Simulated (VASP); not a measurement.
# Be (P6/mmm) in VASP: a series of runs

Runs on Be. Level: PBE. Tasks: single point.

All numbers are computed with VASP 6.6.1; they aren't measurements. Logs are shortened: lines on timing, memory, paths and dates and some standing lists are left out, and cuts for length are marked.

**1. The cell of the first run**

The structure is hexagonal, space group P6/mmm (No. 191). Conventional cell: a = 3.663 Å, b = 3.663 Å, c = 2.250 Å, α = 90.00°, β = 90.00°, γ = 120.00°. Be (site symmetry 6/mmm) has 14 Be at 2.25 to 2.40 Å within 3.0 Å. Be (site symmetry -6m2) has 11 Be at 2.11 to 2.40 Å within 2.8 Å.

**2. Single point, PBE (volume scaled by 1.08)**

INCAR

```
ALGO = Normal ; EDIFF = 1E-6
ENCUT = 520 ; GGA = PE
ISIF = 2 ; ISMEAR = -1
LASPH = True ; LCHARG = False
LREAL = False ; LWAVE = False
NBANDS = 10 ; NELM = 60
PREC = Accurate ; SIGMA = 0.1
```

KPOINTS

```
k-points
0
Gamma
  11 11 16
```

POSCAR

```
Be
1.0
    3.6630751396      0.0000000000      0.0000000000
   -1.8315375698      3.1723161269      0.0000000000
    0.0000000000      0.0000000000      2.2500432573
Be
3
Direct
    1.0000000000      1.0000000000      1.0000000000
    0.3333333333      0.6666666667      0.5000000000
    0.6666666667      0.3333333333      0.5000000000
```

Potentials or basis: VASP PAW PBE potentials, release 64 (Be).

Run with:

```bash
cat potpaw_PBE.64/Be/POTCAR > POTCAR
mpirun -np 1 vasp_std > vasp.out
```

OUTCAR:

```text
EDIFF = 1E-6
   ENCUT = 520
   GGA = PE
   ISIF = 2
   ISMEAR = -1
   LASPH = True
   LREAL = False
   NELM = 60
   PREC = Accurate

 ion  position               nearest neighbor table
   1  0.000  0.000  0.000-
   2  0.333  0.667  0.500-   3 2.11   3 2.11   3 2.11
   3  0.667  0.333  0.500-   2 2.11   2 2.11   2 2.11

  LATTYP: Found a hexagonal cell.
 ALAT       =     3.6630751396
 C/A-ratio  =     0.6142498233

  Lattice vectors:

 A1 = (   3.6630751396,   0.0000000000,   0.0000000000)
 A2 = (  -1.8315375698,   3.1723161269,   0.0000000000)
 A3 = (   0.0000000000,   0.0000000000,   2.2500432573)

Analysis of symmetry for initial positions (statically):
=====================================================================
 Subroutine PRICEL returns:
 Original cell was already a primitive cell.

 Routine SETGRP: Setting up the symmetry group for a
 hexagonal supercell.

 Subroutine GETGRP returns: Found 24 space group operations
 (whereof 24 operations were pure point group operations)
 out of a pool of 24 trial point group operations.

The static configuration has the point symmetry D_6h.

Analysis of symmetry for dynamics (positions and initial velocities):
=====================================================================
 Subroutine PRICEL returns:
 Original cell was already a primitive cell.

 Routine SETGRP: Setting up the symmetry group for a
 hexagonal supercell.

 Subroutine GETGRP returns: Found 24 space group operations
 (whereof 24 operations were pure point group operations)
 out of a pool of 24 trial point group operations.

The dynamic configuration has the point symmetry D_6h.

 Subroutine INISYM returns: Found 24 space group operations
 (whereof 24 operations are pure point group operations),
 and found     1 'primitive' translations

----------------------------------------------------------------------------------------

                                     Primitive cell

  volume of cell :      26.1465

  direct lattice vectors                    reciprocal lattice vectors
     3.663075140  0.000000000  0.000000000     0.272994673  0.157613548  0.000000000
    -1.831537570  3.172316127  0.000000000     0.000000000  0.315227096  0.000000000
     0.000000000  0.000000000  2.250043257     0.000000000  0.000000000  0.444435900

  length of vectors
     3.663075140  3.663075140  2.250043257     0.315227096  0.315227096  0.444435900

  position of ions in fractional coordinates (direct lattice)
[... 82 lines left out ...]
   LREAL  =      F    real-space projection
   EDIFFG = 0.1E-04   stopping-criterion for IOM
   NSW    =      0    number of steps for IOM
   IBRION =     -1    ionic relax: 0-MD 1-quasi-New 2-CG
   NFREE  =      0    steps in history (QN), initial steepest desc. (CG)
   ISIF   =      2    stress and relaxation
   ISYM   =      2    0-nonsym 1-usesym 2-fastsym
   POTIM  = 0.5000    time-step for ionic-motion
   TEBEG  =    0.0;   TEEND  =   0.0 temperature during run
   PSTRESS=    0.0 pullay stress
   NELECT =       6.0000    total number of electrons
   NUPDOWN=      -1.0000    fix difference up-down
   EMIN   =  10.00;   EMAX   =-10.00  energy-range for DOS
   EFERMI =   0.00;   METHOD = LEGACY
   ISMEAR =    -1;   SIGMA  =   0.10  broadening in eV -4-tet -1-fermi 0-gaus
   EFERMI_NEDOS =   21; number of points for ismear=-14 and -15
   IALGO  =     38    algorithm
   IMIX   =      4    mixing-type and parameters
     AMIX     =   0.40;   BMIX     =  1.00
     AMIX_MAG =   1.60;   BMIX_MAG =  1.00
  volume/ion in A,a.u.               =       8.72        58.82
  Fermi-wavevector in a.u.,A,eV,Ry     =   1.002276  1.894028 13.667843  1.004558
  Thomas-Fermi vector in A             =   2.134753
   LORBIT       =      0    0 simple, 1 ext, 2 COOP (PROOUT), +10 PAW based schemes
   GGA     = PE    functional components
   LHFCALC =     F    Hartree Fock is set to
   AEXX    =    0.0000 exact exchange contribution
   IVDW    =     0    specifies the selected vdW correction
   LEPSILON=     F    determine dielectric tensor
   LRPA    =     F    only Hartree local field effects (RPA)
 non-spin polarized calculation
  energy-cutoff  :      520.00
  volume of cell :       26.15
 maximum number of plane-waves:       717
 NGX is ok and might be reduce to    28
   NGX = 13   NGY = 13   NGZ =  9

 number of electron       6.0000000 magnetization

 Free energy of the ion-electron system (eV)
  ---------------------------------------------------
  ext. energy  EPLUGINS =         0.00000000
  ---------------------------------------------------
  free energy    TOTEN  =       -10.69679163 eV

  energy without entropy =      -10.67539455  energy(sigma->0) =      -10.68609309

 E-fermi :   6.7954     XC(G=0): -10.2929

 val. band max:        6.7538521903   @ k =   0.2727   0.0909   0.5000
 cond. band min:       6.8014306411   @ k =   0.3636   0.0000   0.5000
 fundamental gap:      0.0475784508
 Fermi energy:         6.7953836932

 k-point     1 :       0.0000    0.0000    0.0000
  band No.  band energies     occupation
      1      -4.5663      2.00000
      2       5.7188      1.99996
      3       5.7188      1.99996
      4       5.9267      1.99966
      5       5.9267      1.99966
      6      11.7245      0.00000
      7      11.9099      0.00000
      8      16.8261      0.00000
      9      24.7515      0.00000
     10      24.8339      0.00000
[... 287 lines left out ...]
 k-point    24 :       0.1818    0.0909    0.0625
  band No.  band energies     occupation
      1      -3.8271      2.00000
      2       2.1793      2.00000
      3       2.8896      2.00000
      4       8.0277      0.00001
      5       9.4862      0.00000
      6      13.8459      0.00000
      7      14.4809      0.00000
      8      16.9231      0.00000
      9      21.8616      0.00000
     10      22.8919      0.00000

 [... further k-points ...]
[... 5 lines left out ...]
  --------------------------------------------------------------------------------------
  -------------------------------------------------------------------------------------
  Total       -1.4124624     -1.4124624     -0.9289882      0.0000000     -0.0000000      0.0000000
  in kB      -86.5514470    -86.5514470    -56.9255989      0.0000000     -0.0000000      0.0000000
  external PRESSURE =     -76.6761643 kB  Pullay stress =       0.0000000 kB

 VOLUME and BASIS-vectors are now :
 -----------------------------------------------------------------------------
  energy-cutoff  :      520.00
  volume of cell :       26.15
      direct lattice vectors                 reciprocal lattice vectors
     3.663075140  0.000000000  0.000000000     0.272994673  0.157613548  0.000000000
    -1.831537570  3.172316127  0.000000000     0.000000000  0.315227096  0.000000000
     0.000000000  0.000000000  2.250043257     0.000000000  0.000000000  0.444435900

 POSITION                                       TOTAL-FORCE (eV/Angst)
 -----------------------------------------------------------------------------------
      0.00000      0.00000      0.00000        -0.000000      0.000000      0.000000
     -0.00000      2.11488      1.12502        -0.000000     -0.000000     -0.000000
      1.83154      1.05744      1.12502         0.000000      0.000000      0.000000
 -----------------------------------------------------------------------------------
    total drift:                                0.000000     -0.000000     -0.000000

  FREE ENERGIE OF THE ION-ELECTRON SYSTEM (eV)
  ---------------------------------------------------
  free  energy   TOTEN  =       -10.6967916339 eV

  energy  without entropy=      -10.6753945522  energy(sigma->0) =      -10.68609309
```

OSZICAR:

```text
N       E                     dE             d eps       ncg     rms          rms(c)
DAV:   1    -0.823871516545E+00   -0.82387E+00   -0.27022E+03  2880   0.498E+02
DAV:   2    -0.105758719192E+02   -0.97520E+01   -0.94500E+01  4142   0.800E+01
DAV:   3    -0.107690794337E+02   -0.19321E+00   -0.19077E+00  3768   0.778E+00
DAV:   4    -0.107695335609E+02   -0.45413E-03   -0.45399E-03  3790   0.409E-01
DAV:   5    -0.107695342414E+02   -0.68053E-06   -0.68014E-06  3672   0.143E-02    0.128E+00
DAV:   6    -0.107180661828E+02    0.51468E-01   -0.91439E-03  3494   0.814E-01    0.775E-01
DAV:   7    -0.106970148696E+02    0.21051E-01   -0.72770E-03  3454   0.744E-01    0.108E-01
DAV:   8    -0.106967928452E+02    0.22202E-03   -0.20075E-04  3748   0.880E-02    0.137E-02
DAV:   9    -0.106967923389E+02    0.50632E-06   -0.14828E-05  3796   0.224E-02    0.491E-03
DAV:  10    -0.106967916339E+02    0.70500E-06   -0.38278E-06  3484   0.807E-03
   1 F= -.10696792E+02 E0= -.10686093E+02  d E =-.213971E-01
```

It took 20 s on 1 thread of Intel Xeon Platinum 8375C at 2.90GHz (Ice Lake), shared host; peak memory 0.15 GiB.

Results:

| Property | Result |
| --- | --- |
| Free energy | -10.6968 eV |
| Pressure | -7.7 GPa |
| Band gap on the k mesh | zero (band 3 reaches 10.37 eV, above the bottom of band 4 at 5.93 eV) |

Levels at points of the mesh, in eV from the Fermi level:
```
           k point  band 1  band 2  band 3  band 4  band 5  band 6
(0.00, 0.00, 0.00)  -11.36   -1.08   -1.08   -0.87   -0.87    4.93
(0.00, 0.00, 0.50)   -6.09   -5.41    3.58    3.58    4.13    5.66
```

Caveat: the cell differs from its parent crystal (volume scaled by 1.08).

**3. Single point, PBE (volume scaled by 1.12)**

INCAR

```
SYSTEM = Be
ALGO = Normal
EDIFF = 1E-6
ENCUT = 520
GGA = PE
ISIF = 2
ISMEAR = -1
LASPH = .TRUE.
LCHARG = .TRUE.
LELF = .TRUE.
LREAL = .FALSE.
LVHAR = .TRUE.
LWAVE = .FALSE.
NBANDS = 10
NELM = 100
PREC = Accurate
SIGMA = 0.1
```

KPOINTS

```
k-points
0
G
  11 11 16
  0 0 0
```

POSCAR

```
Be
1.0
    3.7077511907      0.0000000000      0.0000000000
   -1.8538755953      3.2110067221      0.0000000000
    0.0000000000      0.0000000000      2.2774855137
Be
3
Direct
    1.0000000000      1.0000000000      1.0000000000
    0.3333333333      0.6666666667      0.5000000000
    0.6666666667      0.3333333333      0.5000000000
```

Potentials or basis: VASP PAW PBE potentials, release 64 (Be).

Run with:

```bash
cat potpaw_PBE.64/Be/POTCAR > POTCAR
mpirun -np 1 vasp_std > vasp.out
```

It took 22 s on 1 thread of Intel Xeon Platinum 8375C at 2.90GHz (Ice Lake), shared host; peak memory 0.15 GiB.

Results (log left out):

```yaml
Free_energy: -10.6411 eV
Pressure: -10.7 GPa
Band_gap_on_the_k_mesh: zero (band 3 reaches 9.99 eV, above the bottom of band 4 at 5.68 eV)
```

Stress tensor (GPa, compression positive):
```
-11.96   0.00   0.00
  0.00 -11.96   0.00
  0.00   0.00  -8.13
```

Levels at points of the mesh, in eV from the Fermi level:
```csv
k point,band 1,band 2,band 3,band 4,band 5,band 6,band 7,band 8
"(0.00, 0.00, 0.00)",-11.12,-1.00,-1.00,-0.80,-0.80,4.71,4.88,9.79
"(0.00, 0.00, 0.50)",-5.91,-5.29,3.51,3.51,4.05,5.54,5.54,6.67
```

Caveat: the cell differs from its parent crystal (volume scaled by 1.12).

**4. Single point, PBE**

This run uses another cell than the first one, of 8.07 Å³/atom, 0.926 times its volume.

INCAR

```
PREC     = Accurate       # precision mode
ENCUT    = 520            # plane-wave cutoff, eV
EDIFF    = 1E-6           # SCF threshold, eV
ISMEAR   = -1             # smearing method
SIGMA    = 0.1            # smearing width, eV
LREAL    = False          # projectors in reciprocal space
LASPH    = True           # aspherical terms in the spheres
NELM     = 60             # most SCF steps
ALGO     = Normal         # electronic algorithm
ISIF     = 2              # what is computed and relaxed
LWAVE    = False          # write WAVECAR
LCHARG   = False          # write CHGCAR
GGA      = PE             # functional
NBANDS   = 10             # bands
```

KPOINTS

```
regular mesh
0
Gamma
  13 13 19
```

POSCAR

```
Be
1.0
    3.5702988949      0.0000000000      0.0000000000
   -1.7851494474      3.0919695421      0.0000000000
    0.0000000000      0.0000000000      2.1930554653
Be
3
Direct
    1.0000000000      1.0000000000      1.0000000000
    0.3333333333      0.6666666667      0.5000000000
    0.6666666667      0.3333333333      0.5000000000
```

Run with:

```bash
cat potpaw_PBE.64/Be/POTCAR > POTCAR
mpirun -np 1 vasp_std > vasp.out
```

Run time: 25 s. Hardware: 1 thread of Intel Xeon Platinum 8375C at 2.90GHz (Ice Lake), shared host; peak memory 0.16 GiB.

The run converged. Its results:

```yaml
Free_energy: -10.7452 eV
Pressure: 0.2 GPa
Band_gap_on_the_k_mesh: zero (band 3 reaches 11.14 eV, above the bottom of band 4 at 6.48 eV)
```

Stress tensor (GPa, compression positive):
```
-0.01  0.00  0.00
 0.00 -0.01  0.00
 0.00  0.00  0.68
```

Levels at points of the mesh, in eV from the Fermi level:
```tsv
k point	band 1	band 2	band 3	band 4	band 5	band 6
(0.00, 0.00, 0.00)	-11.84	-1.21	-1.21	-0.99	-0.99	5.45
```

**5. Summary**

```csv
cell,k mesh,gap on the mesh (eV),pressure (GPa)
"a = 3.663, b = 3.663, c = 2.250 Å, angles 90.0, 90.0, 120.0°, 3 atoms",11 × 11 × 16,none,-7.7
"a = 3.708, b = 3.708, c = 2.277 Å, angles 90.0, 90.0, 120.0°, 3 atoms",11 × 11 × 16,none,-10.7
"a = 3.570, b = 3.570, c = 2.193 Å, angles 90.0, 90.0, 120.0°, 3 atoms",13 × 13 × 19,none,0.2
```

Alike in all rows: task single point; level PBE; potentials or basis VASP PAW PBE potentials, release 64 (Be); no spin polarisation; cutoff (eV) 520; smearing fermi-dirac 0.1 eV.

Total energies depend on the potentials used, so only differences within one code and one set of settings carry meaning.
